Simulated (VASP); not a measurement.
# MgSi32 (a cell with a defect) in VASP: single point with PBE

Aim: the single point of MgSi32 (a cell with a defect) with PBE.

All numbers are computed with VASP 6.6.1; they aren't measurements. Logs are shortened: lines on timing, memory, paths and dates and some standing lists are left out, and cuts for length are marked.

## 1. The cell of the first run

The cell holds a defect, 33 atoms: a = 9.220 Å, b = 9.220 Å, c = 9.992 Å, α = 116.09°, β = 116.09°, γ = 92.69°.

## 2. Single point, PBE

Input file INCAR:

```
SYSTEM = MgSi32
  PREC = Accurate
  ENCUT = 520
  EDIFF = 1E-7
  ISMEAR = 0
  SIGMA = 0.02
  LREAL = Auto
  LASPH = .TRUE.
  NELM = 60
  ALGO = Normal
  ISIF = 2
  LWAVE = .FALSE.
  LCHARG = .FALSE.
  GGA = PE
  NBANDS = 87
  NELECT = 128.0
```

Input file KPOINTS:

```
Automatic mesh
0
Gamma
  2 2 2
  0.5 0.5 0.5
```

Input file POSCAR:

```
MgSi32
1.0
    0.0000000001     -6.6706137337      6.3650227274
   -0.0000000001      6.6706137337      6.3650227274
   -7.7025612697     -0.0000000001     -6.3650227274
Si Mg
32 1
Direct
    0.4886551189      0.3216461982      0.7503400230
    0.7383148750      0.5713064040      0.2496599420
    0.1127077944      0.4470804757      0.4998532131
    0.6128572835      0.9472293652      0.5001523344
    0.9897687145      0.8230732582      0.7487893699
    0.8650511634      0.1991926416      0.0000029860
    0.3619557233      0.6937388378      0.0000023369
    0.2409799280      0.0742849214      0.2512115038
    0.7080584510      0.3723299724      0.5097461562
    0.9454159757      0.6273360981     -0.0000005193
    0.3246719631      0.5063458013      0.2718822904
    0.8281209857      0.9908808221      0.2495488102
    0.1983116322      0.8625831935      0.4902530298
    0.0527907197      0.2344690552      0.7281248151
    0.5785754343      0.7413358704      0.7504580357
    0.4613292870      0.0971137745     -0.0000020772
    0.6748797531      0.5101547302      0.7508894506
    0.9239897899      0.7592643173      0.2491093459
    0.3020422394      0.6431649743      0.5155751264
    0.7864697123      0.1275925572      0.4844308107
    0.1726417704     -0.0040659580      0.7346817249
    0.0393772654      0.3959577983      0.0000048036
    0.5584666302      0.8693765529      0.0000035053
    0.4379612777      0.2612499514      0.2653169418
    0.8869788479      0.5541745380      0.5003832966
    0.1382132637      0.8067794823      0.0000005193
    0.5106167481      0.6774768069      0.2520783584
    0.0127534568      0.1794890893      0.2494745491
    0.3865955766      0.0537906671      0.4996166684
    0.2585406532      0.4254004122      0.7479265401
    0.7632820539      0.9300170868      0.7505312581
    0.6356720209      0.3004839724     -0.0000001298
    0.2936184497      0.2935424447      0.0000011684
```

Potentials or basis: VASP PAW PBE potentials, release 64 (Si, Mg).

The run is started by

```
$ cat potpaw_PBE.64/Si/POTCAR potpaw_PBE.64/Mg/POTCAR > POTCAR
$ mpirun -np 1 vasp_std > vasp.out
```

OUTCAR:

```text
SYSTEM = MgSi32
   PREC = Accurate
   ENCUT = 520
   EDIFF = 1E-7
   ISMEAR = 0
   LREAL = Auto
   LASPH = .TRUE.
   NELM = 60
   ISIF = 2
   GGA = PE
   NELECT = 128.0

 ion  position               nearest neighbor table
   1  0.489  0.322  0.750-  29 2.35  32 2.36  30 2.36  17 2.38
   2  0.738  0.571  0.250-  25 2.35  32 2.36  27 2.36  18 2.38
   3  0.113  0.447  0.500-  25 2.35  30 2.35  28 2.35  19 2.36
   4  0.613  0.947  0.500-  29 2.35  27 2.35  31 2.35  20 2.36
   5  0.990  0.823  0.749-  25 2.35  26 2.35  31 2.35  21 2.36
   6  0.865  0.199  0.000-  32 2.35  28 2.35  31 2.35  22 2.37
   7  0.362  0.694  0.000-  26 2.35  27 2.36  30 2.36  23 2.37
   8  0.241  0.074  0.251-  29 2.35  26 2.35  28 2.35  24 2.36
   9  0.708  0.372  0.510-  24 2.33  20 2.34  17 2.35  25 2.36
  10  0.945  0.627  1.000-  22 2.34  18 2.35  17 2.35  26 2.37
  11  0.325  0.506  0.272-  19 2.31  27 2.41  33 2.43  24 2.52  22 2.52
  12  0.828  0.991  0.250-  20 2.34  23 2.34  18 2.35  28 2.38
  13  0.198  0.863  0.490-  21 2.33  19 2.34  18 2.35  29 2.36
  14  0.053  0.234  0.728-  20 2.31  30 2.41  33 2.43  21 2.52  22 2.52
  15  0.579  0.741  0.750-  19 2.34  23 2.34  17 2.35  31 2.38
  16  0.461  0.097  1.000-  23 2.32  32 2.41  33 2.44  21 2.52  24 2.52
  17  0.675  0.510  0.751-   9 2.35  10 2.35  15 2.35   1 2.38
  18  0.924  0.759  0.249-  13 2.35  10 2.35  12 2.35   2 2.38
  19  0.302  0.643  0.516-  11 2.31  15 2.34  13 2.34   3 2.36
  20  0.786  0.128  0.484-  14 2.31  12 2.34   9 2.34   4 2.36
  21  0.173  0.996  0.735-  13 2.33   5 2.36  14 2.52  16 2.52  33 2.55
  22  0.039  0.396  0.000-  10 2.34   6 2.37  11 2.52  14 2.52  33 2.57
  23  0.558  0.869  0.000-  16 2.32  12 2.34  15 2.34   7 2.37
  24  0.438  0.261  0.265-   9 2.33   8 2.36  11 2.52  16 2.52  33 2.55
  25  0.887  0.554  0.500-   3 2.35   5 2.35   2 2.35   9 2.36
  26  0.138  0.807  0.000-   5 2.35   8 2.35   7 2.35  10 2.37
  27  0.511  0.677  0.252-   4 2.35   7 2.36   2 2.36  11 2.41  33 3.15
  28  0.013  0.179  0.249-   3 2.35   6 2.35   8 2.35  12 2.38
  29  0.387  0.054  0.500-   4 2.35   8 2.35   1 2.35  13 2.36
  30  0.259  0.425  0.748-   3 2.35   7 2.36   1 2.36  14 2.41  33 3.15
  31  0.763  0.930  0.751-   4 2.35   6 2.35   5 2.35  15 2.38
  32  0.636  0.300  1.000-   6 2.35   1 2.36   2 2.36  16 2.41  33 3.15
  33  0.294  0.294  0.000-  14 2.43  11 2.43  16 2.44  24 2.55  21 2.55  22 2.57  32 3.15  30 3.15
                            27 3.15

  LATTYP: Found a face centered orthorhombic cell.
 ALAT       =    12.7300454548
 B/A-ratio  =     1.0480109843
 C/A-ratio  =     1.2101388478

  Lattice vectors:

 A1 = (  -7.7025612698,   6.6706137336,   0.0000000000)
 A2 = (  -7.7025612697,  -0.0000000001,   6.3650227274)
 A3 = (  -0.0000000001,   6.6706137337,   6.3650227274)

Analysis of symmetry for initial positions (statically):
=====================================================================
 Subroutine PRICEL returns:
 Original cell was already a primitive cell.

 Routine SETGRP: Setting up the symmetry group for a
 face centered orthorhombic supercell.

 Subroutine GETGRP returns: Found  2 space group operations
 (whereof  2 operations were pure point group operations)
 out of a pool of  8 trial point group operations.

The static configuration has the point symmetry C_1h.

Analysis of symmetry for dynamics (positions and initial velocities):
=====================================================================
 Subroutine PRICEL returns:
 Original cell was already a primitive cell.

 Routine SETGRP: Setting up the symmetry group for a
 face centered orthorhombic supercell.

 Subroutine GETGRP returns: Found  2 space group operations
 (whereof  2 operations were pure point group operations)
 out of a pool of  8 trial point group operations.

The dynamic configuration has the point symmetry C_1h.

 Subroutine INISYM returns: Found  2 space group operations
 (whereof  2 operations are pure point group operations),
 and found     1 'primitive' translations

----------------------------------------------------------------------------------------

                                     Primitive cell

  volume of cell :     654.0801

  direct lattice vectors                    reciprocal lattice vectors
     0.000000000 -6.670613734  6.365022727    -0.064913473 -0.074955622  0.078554315
    -0.000000000  6.670613734  6.365022727    -0.064913473  0.074955622  0.078554315
    -7.702561270 -0.000000000 -6.365022727    -0.129826945 -0.000000000  0.000000000

  length of vectors
     9.220119408  9.220119408  9.992145137     0.126502508  0.126502508  0.129826945

  position of ions in fractional coordinates (direct lattice)
     0.488655119  0.321646198  0.750340023
     0.738314875  0.571306404  0.249659942
     0.112707794  0.447080476  0.499853213
     0.612857283  0.947229365  0.500152334
     0.989768715  0.823073258  0.748789370
     0.865051163  0.199192642  0.000002986
[... 25 lines left out ...]
     0.635672021  0.300483972  0.999999870
     0.293618450  0.293542445  0.000001168

  ion indices of the primitive-cell ions
   primitive index   ion index
                 1           1
                 2           2
                 3           3
                 4           4
                 5           5
                 6           6
[... 25 lines left out ...]
                32          32
                33          33

----------------------------------------------------------------------------------------

 KPOINTS: Automatic mesh

Automatic generation of k-mesh.
 Grid dimensions read from file:
 generate k-points for:    2    2    2

 Generating k-lattice:

  Cartesian coordinates                     Fractional coordinates (reciprocal lattice)
    -0.032456736 -0.037477811  0.039277157     0.500000000  0.000000000  0.000000000
    -0.032456736  0.037477811  0.039277157     0.000000000  0.500000000  0.000000000
    -0.064913473 -0.000000000  0.000000000     0.000000000  0.000000000  0.500000000

  Length of vectors
     0.063251254  0.063251254  0.064913473

  Shift w.r.t. Gamma in fractional coordinates (k-lattice)
     0.500000000  0.500000000  0.500000000

 Subroutine IBZKPT returns following result:
 ===========================================

 Found      3 irreducible k-points:

 Following reciprocal coordinates:
            Coordinates               Weight
  0.250000  0.250000  0.250000      2.000000
 -0.250000  0.250000  0.250000      4.000000
 -0.250000 -0.250000  0.250000      2.000000
   k-points           NKPTS =      3   k-points in BZ     NKDIM =      3   number of bands    NBANDS=     87
   number of dos      NEDOS =    301   number of ions     NIONS =     33
   total plane-waves  NPLWV = 392000
   dimension x,y,z NGX =    70 NGY =   70 NGZ =   80
   dimension x,y,z NGXF=   140 NGYF=  140 NGZF=  160
   ions per type =              32   1
   NGX,Y,Z   is equivalent  to a cutoff of  12.62, 12.62, 13.31 a.u.
   NGXF,Y,Z  is equivalent  to a cutoff of  25.24, 25.24, 26.62 a.u.
 SYSTEM =  MgSi32
   PREC   = accura    normal or accurate (medium, high low for compatibility)
   ISTART =      0    job   : 0-new  1-cont  2-samecut
   ICHARG =      2    charge: 1-file 2-atom 10-const
   ISPIN  =      1    spin polarized calculation?
   LNONCOLLINEAR =      F non collinear calculations
   LSORBIT =      F    spin-orbit coupling
   LASPH  =      T    aspherical Exc in radial PAW
   ENCUT  =  520.0 eV  38.22 Ry    6.18 a.u.  17.14 17.14 18.58*2*pi/ulx,y,z
   NELM   =     60;   NELMIN=  2; NELMDL= -5     # of ELM steps
   EDIFF  = 0.1E-06   stopping-criterion for ELM
   LREAL  =      T    real-space projection
   EDIFFG = 0.1E-05   stopping-criterion for IOM
   NSW    =      0    number of steps for IOM
   IBRION =     -1    ionic relax: 0-MD 1-quasi-New 2-CG
   NFREE  =      0    steps in history (QN), initial steepest desc. (CG)
   ISIF   =      2    stress and relaxation
   ISYM   =      2    0-nonsym 1-usesym 2-fastsym
   POTIM  = 0.5000    time-step for ionic-motion
   TEBEG  =    0.0;   TEEND  =   0.0 temperature during run
   PSTRESS=    0.0 pullay stress
   NELECT =     128.0000    total number of electrons
   NUPDOWN=      -1.0000    fix difference up-down
   EMIN   =  10.00;   EMAX   =-10.00  energy-range for DOS
   EFERMI =   0.00;   METHOD = LEGACY
   ISMEAR =     0;   SIGMA  =   0.02  broadening in eV -4-tet -1-fermi 0-gaus
   EFERMI_NEDOS =   21; number of points for ismear=-14 and -15
   IALGO  =     38    algorithm
   IMIX   =      4    mixing-type and parameters
     AMIX     =   0.40;   BMIX     =  1.00
     AMIX_MAG =   1.60;   BMIX_MAG =  1.00
  volume/ion in A,a.u.               =      19.82       133.76
  Fermi-wavevector in a.u.,A,eV,Ry     =   0.950461  1.796112 12.291190  0.903377
  Thomas-Fermi vector in A             =   2.078840
   LORBIT       =      0    0 simple, 1 ext, 2 COOP (PROOUT), +10 PAW based schemes
   GGA     = PE    functional components
   LHFCALC =     F    Hartree Fock is set to
   AEXX    =    0.0000 exact exchange contribution
   IVDW    =     0    specifies the selected vdW correction
   LEPSILON=     F    determine dielectric tensor
   LRPA    =     F    only Hartree local field effects (RPA)
 non-spin polarized calculation
 Gauss-broadening in eV      SIGMA  =   0.02
  energy-cutoff  :      520.00
  volume of cell :      654.08
 maximum number of plane-waves:     17670
 NGX is ok and might be reduce to    70
   NGX = 35   NGY = 35   NGZ = 37

 number of electron     128.0000000 magnetization

 Free energy of the ion-electron system (eV)
  ---------------------------------------------------
  ext. energy  EPLUGINS =         0.00000000
  ---------------------------------------------------
  free energy    TOTEN  =      -184.84224581 eV

  energy without entropy =     -184.84224581  energy(sigma->0) =     -184.84224581

 E-fermi :   5.7973     XC(G=0):  -9.3740

 val. band max:        5.6970535571   @ k =  -0.2500  -0.2500   0.2500
 cond. band min:       6.4053289207   @ k =   0.2500   0.2500   0.2500
 fundamental gap:      0.7082753636
 Fermi energy:         5.7972595329

 k-point     1 :       0.2500    0.2500    0.2500
  band No.  band energies     occupation
      1      -5.3844      2.00000
      2      -5.3526      2.00000
      3      -5.2051      2.00000
      4      -5.1511      2.00000
      5      -3.9186      2.00000
      6      -3.9142      2.00000
[... 68 lines left out ...]
     75       8.1552      0.00000
     76       8.2046      0.00000

 k-point     2 :      -0.2500    0.2500    0.2500
  band No.  band energies     occupation
      1      -5.7789      2.00000
      2      -5.0737      2.00000
      3      -4.9279      2.00000
      4      -4.7558      2.00000
      5      -4.4430      2.00000
      6      -4.0671      2.00000
[... 68 lines left out ...]
     75       8.0602      0.00000
     76       8.1977      0.00000

 k-point     3 :      -0.2500   -0.2500    0.2500
  band No.  band energies     occupation
      1      -5.8941      2.00000
      2      -4.7177      2.00000
      3      -4.7114      2.00000
      4      -4.6659      2.00000
      5      -4.6446      2.00000
      6      -4.4306      2.00000
[... 68 lines left out ...]
     75       8.0977      0.00000
     76       8.1846      0.00000
 [bands above 76 left out]

------------------------ aborting loop because EDIFF is reached ----------------------------------------

  FORCE on cell =-STRESS in cart. coord.  units (eV):
  Direction    XX          YY          ZZ          XY          YZ          ZX
  --------------------------------------------------------------------------------------
  -------------------------------------------------------------------------------------
  Total       -9.6807145     -9.6894709    -14.1231610      0.0000000     -0.0388519      0.0000000
  in kB      -23.7130319    -23.7344808    -34.5948605      0.0000000     -0.0951683      0.0000000
  external PRESSURE =     -27.3474578 kB  Pullay stress =       0.0000000 kB

 VOLUME and BASIS-vectors are now :
 -----------------------------------------------------------------------------
  energy-cutoff  :      520.00
  volume of cell :      654.08
      direct lattice vectors                 reciprocal lattice vectors
     0.000000000 -6.670613734  6.365022727    -0.064913473 -0.074955622  0.078554315
    -0.000000000  6.670613734  6.365022727    -0.064913473  0.074955622  0.078554315
    -7.702561270 -0.000000000 -6.365022727    -0.129826945 -0.000000000  0.000000000

 POSITION                                       TOTAL-FORCE (eV/Angst)
 -----------------------------------------------------------------------------------
     -5.77954     -1.11405      0.38165         0.004040     -0.006051     -0.012378
     -1.92302     -1.11405      6.74668        -0.004040     -0.006051     -0.012378
     -3.85015      2.23047      0.38149         0.009423      0.012114     -0.024025
     -3.85245      2.23047      6.74651        -0.009423      0.012114     -0.024025
     -5.76760     -1.11196      6.77272        -0.005686     -0.004425     -0.035815
     -0.00002     -4.44169      6.77392         0.000000     -0.015488     -0.033175
[... 25 lines left out ...]
     -7.70256     -2.23591     -0.40637         0.000000     -0.008083     -0.038151
     -0.00001     -0.00051      3.73729         0.000000     -0.008855      1.256676
 -----------------------------------------------------------------------------------
    total drift:                                0.016799     -0.008118      0.001362

  FREE ENERGIE OF THE ION-ELECTRON SYSTEM (eV)
  ---------------------------------------------------
  free  energy   TOTEN  =      -184.8422458092 eV

  energy  without entropy=     -184.8422458092  energy(sigma->0) =     -184.84224581
```

It took 3.4 min on 1 thread of AMD EPYC 9R45 (Zen 5), shared host; peak memory 0.74 GiB.

What came out:

```yaml
Free_energy: -184.8422 eV
Largest_force: 1.257 eV/Å
```

Forces on the atoms (eV/Å):
```
Si   0.004 -0.006 -0.012
Si  -0.004 -0.006 -0.012
Si   0.009  0.012 -0.024
Si  -0.009  0.012 -0.024
Si  -0.006 -0.004 -0.036
Si   0.000 -0.015 -0.033
Si   0.000  0.004 -0.026
Si   0.006 -0.004 -0.036
Si   0.075  0.050 -0.048
Si   0.000 -0.076 -0.048
Si  -0.018  0.013 -0.112
Si   0.001 -0.016 -0.018
Si  -0.075  0.050 -0.048
Si   0.018  0.013 -0.112
Si  -0.001 -0.016 -0.018
Si   0.000 -0.019 -0.105
Si  -0.005 -0.020 -0.005
Si   0.005 -0.020 -0.005
Si  -0.031  0.029 -0.028
Si   0.031  0.029 -0.028
Si  -0.106  0.066 -0.061
Si   0.000 -0.110 -0.053
Si   0.000 -0.034 -0.025
Si   0.106  0.066 -0.061
Si  -0.004  0.008 -0.037
Si   0.000  0.000 -0.037
Si  -0.010  0.004 -0.043
Si  -0.001 -0.002 -0.023
Si   0.004  0.008 -0.037
Si   0.010  0.004 -0.043
Si   0.001 -0.002 -0.023
Si   0.000 -0.008 -0.038
Mg   0.000 -0.009  1.257
```

Caveat: the cell carries a net charge on a neutralising background, which shifts energy and pressure; the cell is charged against a uniform background, so pressure and absolute levels hang on convention.
